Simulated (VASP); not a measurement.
# ZnCd3Te2 (P6/mmm) in VASP: notebook

ZnCd3Te2 is run at these levels: PBE; tasks: single point.

Program: VASP 6.6.1. These are calculated values, not measurements. Logs are shortened: lines on timing, memory, paths and dates and some standing lists are left out, and cuts for length are marked.

**1. The cell of the first run**

The structure is hexagonal, space group P6/mmm (No. 191). The conventional cell has a = 6.679 Å, b = 6.679 Å, c = 3.719 Å, α = 90.00°, β = 90.00°, γ = 120.00°. Zn (site symmetry 6/mmm) has 2 Zn at 3.72 Å and 12 Cd at 3.82 Å and 6 Te at 3.86 Å within 4.9 Å. Cd (site symmetry mmm) has 4 Te at 2.68 Å and 4 Cd at 3.34 Å within 3.5 Å. Te (site symmetry -6m2) has 6 Cd at 2.68 Å within 3.5 Å.

**2. Single point, PBE**

INCAR reads:

```
PREC = Accurate
ENCUT = 520
EDIFF = 1E-6
ISMEAR = 0
SIGMA = 0.1
LREAL = F
LASPH = T
NELM = 80
ALGO = Fast
ISIF = 2
LWAVE = F
LCHARG = F
GGA = PE
NBANDS = 39
```

KPOINTS reads:

```
Automatic mesh
0
Gamma
  3 3 6
```

POSCAR reads:

```
ZnCd3Te2
1.0
    6.6792261700      0.0000000000      0.0000000000
   -3.3396130800      5.7843795400      0.0000000000
    0.0000000000      0.0000000000      3.7189334400
Zn Cd Te
1 3 2
Direct
    0.0000000000      0.0000000000      0.0000000000
    0.5000000000      0.0000000000      0.5000000000
    0.5000000000      0.5000000000      0.5000000000
    0.0000000000      0.5000000000      0.5000000000
    0.3333333300      0.6666666700      0.0000000000
    0.6666666700      0.3333333300      0.0000000000
```

Potentials or basis: VASP PAW PBE potentials, release 64 (Zn, Cd, Te).

The run is started by

```sh
$ cat potpaw_PBE.64/Zn/POTCAR potpaw_PBE.64/Cd/POTCAR potpaw_PBE.64/Te/POTCAR > POTCAR
$ mpirun -np 1 vasp_std > vasp.out
```

OUTCAR:

```text
PREC = Accurate
   ENCUT = 520
   EDIFF = 1E-6
   ISMEAR = 0
   LREAL = F
   LASPH = T
   NELM = 80
   ISIF = 2
   GGA = PE

 ion  position               nearest neighbor table
   1  0.000  0.000  0.000-
   2  0.500  0.000  0.500-   5 2.68   6 2.68   5 2.68   6 2.68   3 3.34   3 3.34   4 3.34   4 3.34

   3  0.500  0.500  0.500-   5 2.68   6 2.68   5 2.68   6 2.68   2 3.34   2 3.34   4 3.34   4 3.34

   4  0.000  0.500  0.500-   5 2.68   6 2.68   5 2.68   6 2.68   3 3.34   3 3.34   2 3.34   2 3.34

   5  0.333  0.667  0.000-   2 2.68   2 2.68   4 2.68   4 2.68   3 2.68   3 2.68
   6  0.667  0.333  0.000-   2 2.68   2 2.68   4 2.68   4 2.68   3 2.68   3 2.68

  LATTYP: Found a hexagonal cell.
 ALAT       =     6.6792261700
 C/A-ratio  =     0.5567910631

  Lattice vectors:

 A1 = (   6.6792261700,   0.0000000000,   0.0000000000)
 A2 = (  -3.3396130800,   5.7843795400,   0.0000000000)
 A3 = (   0.0000000000,   0.0000000000,   3.7189334400)

Analysis of symmetry for initial positions (statically):
=====================================================================
 Subroutine PRICEL returns:
 Original cell was already a primitive cell.

 Routine SETGRP: Setting up the symmetry group for a
 hexagonal supercell.

 Subroutine GETGRP returns: Found 24 space group operations
 (whereof 24 operations were pure point group operations)
 out of a pool of 24 trial point group operations.

The static configuration has the point symmetry D_6h.

Analysis of symmetry for dynamics (positions and initial velocities):
=====================================================================
 Subroutine PRICEL returns:
 Original cell was already a primitive cell.

 Routine SETGRP: Setting up the symmetry group for a
 hexagonal supercell.

 Subroutine GETGRP returns: Found 24 space group operations
 (whereof 24 operations were pure point group operations)
 out of a pool of 24 trial point group operations.

The dynamic configuration has the point symmetry D_6h.

 Subroutine INISYM returns: Found 24 space group operations
 (whereof 24 operations are pure point group operations),
 and found     1 'primitive' translations

----------------------------------------------------------------------------------------

                                     Primitive cell

[... 85 lines left out ...]
   EDIFF  = 0.1E-05   stopping-criterion for ELM
   LREAL  =      F    real-space projection
   EDIFFG = 0.1E-04   stopping-criterion for IOM
   NSW    =      0    number of steps for IOM
   IBRION =     -1    ionic relax: 0-MD 1-quasi-New 2-CG
   NFREE  =      0    steps in history (QN), initial steepest desc. (CG)
   ISIF   =      2    stress and relaxation
   ISYM   =      2    0-nonsym 1-usesym 2-fastsym
   POTIM  = 0.5000    time-step for ionic-motion
   TEBEG  =    0.0;   TEEND  =   0.0 temperature during run
   PSTRESS=    0.0 pullay stress
   NELECT =      60.0000    total number of electrons
   NUPDOWN=      -1.0000    fix difference up-down
   EMIN   =  10.00;   EMAX   =-10.00  energy-range for DOS
   EFERMI =   0.00;   METHOD = LEGACY
   ISMEAR =     0;   SIGMA  =   0.10  broadening in eV -4-tet -1-fermi 0-gaus
   EFERMI_NEDOS =   21; number of points for ismear=-14 and -15
   IALGO  =     68    algorithm
   IMIX   =      4    mixing-type and parameters
     AMIX     =   0.40;   BMIX     =  1.00
     AMIX_MAG =   1.60;   BMIX_MAG =  1.00
  volume/ion in A,a.u.               =      23.95       161.60
  Fermi-wavevector in a.u.,A,eV,Ry     =   1.223653  2.312368 20.372353  1.497326
  Thomas-Fermi vector in A             =   2.358756
   LORBIT       =      0    0 simple, 1 ext, 2 COOP (PROOUT), +10 PAW based schemes
   GGA     = PE    functional components
   LHFCALC =     F    Hartree Fock is set to
   AEXX    =    0.0000 exact exchange contribution
   IVDW    =     0    specifies the selected vdW correction
   LEPSILON=     F    determine dielectric tensor
   LRPA    =     F    only Hartree local field effects (RPA)
 non-spin polarized calculation
 RMM-DIIS sequential band-by-band and
 Gauss-broadening in eV      SIGMA  =   0.10
  energy-cutoff  :      520.00
  volume of cell :      143.68
 maximum number of plane-waves:      3901
 NGX is ok and might be reduce to    50
   NGX = 25   NGY = 25   NGZ = 13

 number of electron      60.0000014 magnetization

 Free energy of the ion-electron system (eV)
  ---------------------------------------------------
  ext. energy  EPLUGINS =         0.00000000
  ---------------------------------------------------
  free energy    TOTEN  =        -5.68232562 eV

  energy without entropy =       -5.67756201  energy(sigma->0) =       -5.67994381

 E-fermi :   4.8997     XC(G=0): -10.1677

 val. band max:        4.7605126413   @ k =   0.3333   0.0000   0.0000
 cond. band min:       4.9378878362   @ k =   0.3333   0.3333   0.5000
 fundamental gap:      0.1773751949
 Fermi energy:         4.8996735429

 k-point     1 :       0.0000    0.0000    0.0000
  band No.  band energies     occupation
      1      -9.4460      2.00000
      2      -7.7329      2.00000
      3      -5.5054      2.00000
      4      -5.1521      2.00000
      5      -5.0912      2.00000
      6      -5.0912      2.00000
[... 493 lines left out ...]
     38       9.8810      0.00000
     39       9.8812      0.00000

------------------------ aborting loop because EDIFF is reached ----------------------------------------

  FORCE on cell =-STRESS in cart. coord.  units (eV):
  Direction    XX          YY          ZZ          XY          YZ          ZX
  --------------------------------------------------------------------------------------
  -------------------------------------------------------------------------------------
  Total       16.7795407     16.7795407     31.7850099      0.0000000     -0.0000000      0.0000000
  in kB      187.1066894    187.1066893    354.4309162      0.0000002     -0.0000000      0.0000000
  external PRESSURE =     242.8814316 kB  Pullay stress =       0.0000000 kB

 VOLUME and BASIS-vectors are now :
 -----------------------------------------------------------------------------
  energy-cutoff  :      520.00
  volume of cell :      143.68
      direct lattice vectors                 reciprocal lattice vectors
     6.679226170  0.000000000  0.000000000     0.149717943  0.086439694  0.000000000
    -3.339613080  5.784379540  0.000000000     0.000000000  0.172879389  0.000000000
     0.000000000  0.000000000  3.718933440     0.000000000  0.000000000  0.268894299

 POSITION                                       TOTAL-FORCE (eV/Angst)
 -----------------------------------------------------------------------------------
      0.00000      0.00000      0.00000        -0.000000      0.000000     -0.000000
      3.33961      0.00000      1.85947        -0.000000      0.000000     -0.000000
      1.66981      2.89219      1.85947        -0.000000      0.000000     -0.000000
     -1.66981      2.89219      1.85947        -0.000000      0.000000     -0.000000
     -0.00000      3.85625      0.00000        -0.000000      0.000000      0.000000
      3.33961      1.92813      0.00000         0.000000     -0.000000     -0.000000
 -----------------------------------------------------------------------------------
    total drift:                               -0.000000      0.000000      0.000000

  FREE ENERGIE OF THE ION-ELECTRON SYSTEM (eV)
  ---------------------------------------------------
  free  energy   TOTEN  =        -5.6823256153 eV

  energy  without entropy=       -5.6775620125  energy(sigma->0) =       -5.67994381
```

stdout:

```text
POSCAR found type information on POSCAR ZnCdTe
 POSCAR found :  3 types and       6 ions
 scaLAPACK will be used
 LDA part: xc-table for (Slater+PW92), standard interpolation
 POSCAR, INCAR and KPOINTS ok, starting setup
 FFT: planning ... GRIDC
 FFT: planning ... GRID_SOFT
 FFT: planning ... GRID
 WAVECAR not read
 entering main loop
```

Run time: 33 s. Hardware: 1 thread of Intel Xeon 6975P-C (Granite Rapids), shared host; peak memory 0.28 GiB.

What came out:

```yaml
Free_energy: -5.6823 eV
Pressure: 24.3 GPa
Band_gap_on_the_k_mesh: zero (band 30 reaches 6.54 eV, above the bottom of band 31 at 3.72 eV)
```

Levels at points of the mesh, in eV from the Fermi level:
```tsv
k point	band 28	band 29	band 30	band 31	band 32	band 33
(0.00, 0.00, 0.00)	-2.92	0.55	0.94	1.33	1.33	2.87
(0.00, 0.00, 0.50)	-1.58	-1.58	-1.18	-1.18	0.36	0.36
```

Caveat: the k points lie up to 0.36 Å⁻¹ apart; spin-orbit coupling is left out, which moves the levels of the heavy elements.

**3. Single point, PBE**

This run uses another cell than the first one, of 33.98 Å³/atom, 1.419 times its volume.

INCAR reads:

```
SYSTEM = ZnCd3Te2
  PREC = Accurate
  ENCUT = 520
  EDIFF = 1E-6
  ISMEAR = 0
  SIGMA = 0.1
  LREAL = .False.
  LASPH = .True.
  NELM = 80
  ALGO = Normal
  ISIF = 2
  LWAVE = .False.
  LCHARG = .False.
  GGA = PE
  NBANDS = 39
```

KPOINTS reads:

```
Automatic mesh
0
Gamma
  3 3 6
  0 0 0
```

POSCAR reads:

```
ZnCd3Te2
1.0
    7.4515256539     -0.0000000032      0.0000000000
   -3.7257628241      6.4532105148      0.0000000000
    0.0000000000      0.0000000000      4.2396579524
Zn Cd Te
1 3 2
Direct
    0.0000000000      0.0000000000      0.0000000000
    0.5000000000      0.0000000000      0.5000000000
    0.5000000000      0.5000000000      0.5000000000
    0.0000000000      0.5000000000      0.5000000000
    0.3333333333      0.6666666667      0.0000000000
    0.6666666667      0.3333333333      0.0000000000
```

Potentials or basis: VASP PAW PBE potentials, release 64 (Zn, Cd, Te).

The run is started by

```sh
$ cat potpaw_PBE.64/Zn/POTCAR potpaw_PBE.64/Cd/POTCAR potpaw_PBE.64/Te/POTCAR > POTCAR
$ mpirun -np 1 vasp_std > vasp.out
```

OUTCAR:

```text
SYSTEM = ZnCd3Te2
   PREC = Accurate
   ENCUT = 520
   EDIFF = 1E-6
   ISMEAR = 0
   LREAL = .False.
   LASPH = .True.
   NELM = 80
   ISIF = 2
   GGA = PE

 ion  position               nearest neighbor table
   1  0.000  0.000  0.000-
   2  0.500  0.000  0.500-   5 3.02   6 3.02   5 3.02   6 3.02   3 3.73   3 3.73   4 3.73   4 3.73

   3  0.500  0.500  0.500-   5 3.02   6 3.02   5 3.02   6 3.02   2 3.73   2 3.73   4 3.73   4 3.73

   4  0.000  0.500  0.500-   5 3.02   6 3.02   5 3.02   6 3.02   3 3.73   3 3.73   2 3.73   2 3.73

   5  0.333  0.667  0.000-   2 3.02   2 3.02   4 3.02   4 3.02   3 3.02   3 3.02
[... 698 lines left out ...]
  -------------------------------------------------------------------------------------
  Total        0.3495612      0.3495612      0.4845565      0.0000000     -0.0000000      0.0000000
  in kB        2.7471471      2.7471471      3.8080541      0.0000000     -0.0000000      0.0000000
  external PRESSURE =       3.1007828 kB  Pullay stress =       0.0000000 kB

 VOLUME and BASIS-vectors are now :
 -----------------------------------------------------------------------------
  energy-cutoff  :      520.00
  volume of cell :      203.87
      direct lattice vectors                 reciprocal lattice vectors
     7.451525654 -0.000000003  0.000000000     0.134200706  0.077480813  0.000000000
    -3.725762824  6.453210515  0.000000000     0.000000000  0.154961627  0.000000000
     0.000000000  0.000000000  4.239657952     0.000000000  0.000000000  0.235868084

 POSITION                                       TOTAL-FORCE (eV/Angst)
 -----------------------------------------------------------------------------------
      0.00000      0.00000      0.00000         0.000000      0.000000     -0.000000
      3.72576     -0.00000      2.11983         0.000000      0.000000     -0.000000
      1.86288      3.22661      2.11983         0.000000      0.000000     -0.000000
     -1.86288      3.22661      2.11983         0.000000      0.000000     -0.000000
      0.00000      4.30214      0.00000         0.000000     -0.000000      0.000000
      3.72576      2.15107      0.00000        -0.000000     -0.000000     -0.000000
 -----------------------------------------------------------------------------------
    total drift:                               -0.000000      0.000000     -0.000000

  FREE ENERGIE OF THE ION-ELECTRON SYSTEM (eV)
  ---------------------------------------------------
  free  energy   TOTEN  =        -9.0751115620 eV

  energy  without entropy=       -9.0684714119  energy(sigma->0) =       -9.07179149
```

Wall time 42 s (1 thread of Intel Xeon 6975P-C (Granite Rapids), shared host); peak memory 0.35 GiB.

Results:

```
Free energy            : -9.0751 eV
Pressure               : 0.3 GPa
Band gap on the k mesh : zero (band 30 reaches 3.23 eV, above the bottom of band 31 at 0.95 eV)
```

Stress tensor (GPa, compression positive):
```
0.27 0.00 0.00
0.00 0.27 0.00
0.00 0.00 0.38
```

Levels at points of the mesh, in eV from the Fermi level:
```
           k point  band 28  band 29  band 30  band 31  band 32  band 33
(0.00, 0.00, 0.00)    -2.38    -0.82    -0.56     1.49     1.49     2.10
(0.00, 0.00, 0.50)    -1.56    -1.56    -1.20    -1.20     1.06     1.06
```

Caveat: spin-orbit coupling is left out, which moves the levels of the heavy elements.
